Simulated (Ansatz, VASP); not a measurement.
## One calculation of C, two programs

POSCAR

```
C
1.0
    0.0000000000      1.7089191755      1.7961065767
    1.7089191755      0.0000000000      1.7961065767
    1.7089191755      1.7089191755      0.0000000000
C
2
Direct
    0.0000000000      0.0000000000      0.0000000000
    0.2500000000      0.2500000000      0.2500000000
```

Contents of INCAR.step1:

```
SYSTEM = C
ALGO = Normal ; EDIFF = 1E-4
ENCUT = 520 ; GGA = PE
ISMEAR = 0 ; LASPH = .True.
LCHARG = .False. ; LREAL = .False.
LWAVE = .True. ; NBANDS = 11
NELM = 60 ; PREC = Accurate
SIGMA = 0.01
```

The input INCAR.step2:

```
SYSTEM = C
ALGO = Normal ; EDIFF = 1E-7
ENCUT = 520 ; ISIF = 2
ISMEAR = 0 ; ISTART = 1
LASPH = .True. ; LCHARG = .True.
LELF = .True. ; LMIXTAU = .True.
LREAL = .False. ; LVHAR = .True.
LWAVE = .False. ; METAGGA = R2SCAN
NBANDS = 11 ; NELM = 60
PREC = Accurate ; SIGMA = 0.01
```

Contents of KPOINTS:

```
k-points
0
Gamma
  12 12 12
  0 0 0
```

Input for Ansatz:

```yaml
crystal:
  lattice:
    - [0.0, 1.7089191755, 1.7961065767]
    - [1.7089191755, 0.0, 1.7961065767]
    - [1.7089191755, 1.7089191755, 0.0]
  atoms:
    - { symbol: C, position: [0.0, 0.0, 0.0] }
    - { symbol: C, position: [0.25, 0.25, 0.25] }
kpoints:
  mp_grid: { grid: [12, 12, 12] }
  band_path:
    path:
      - [0.0, 0.0, 0.0]
      - [0.5, 0.0, 0.5]
      - [0.625, 0.25, 0.625]
      - [0.375, 0.375, 0.75]
      - [0.5, 0.5, 0.5]
      - [0.5, 0.25, 0.75]
      - [0.0, 0.371094, 0.371094]
    npoints: 1
hamiltonian:
  xc: r2scan
scf:
  occupations: { method: fixed }
  n_extra_bands: 4
output:
  forces: true
  stress: true
  eigenvalues: true
```

Change from the starting cell: epitaxial_xy strain -4.0%.

Alike in both runs: task single point; functional r2SCAN; k mesh 12 × 12 × 12; no spin polarisation.

|  | VASP | Ansatz |
| --- | --- | --- |
| version | VASP 6.6.1 | Ansatz 0.2.0 |
| potentials or method | VASP PAW PBE potentials, release 64 (C) | plane waves, PAW |
| plane-wave cutoff (eV) | 520 | 500 |
| occupations | gaussian, width 0.01 eV | fixed |
| valence electrons in the cell | 8 | 8 |

|  | VASP | Ansatz | Ansatz less VASP |
| --- | --- | --- | --- |
| gap on the k mesh at the Fermi level (eV) | 3.84 | 3.87 | +0.034 |
| pressure (GPa) | 38.9 | 37.5 | -1.45 |
| traceless stress, the component that is largest in VASP (GPa) | -37.39 | -37.46 | -0.077 |

VASP's potentials were made for PBE, not for r2SCAN. Both programs put the cell under a high pressure, so it lies far from rest at this level.
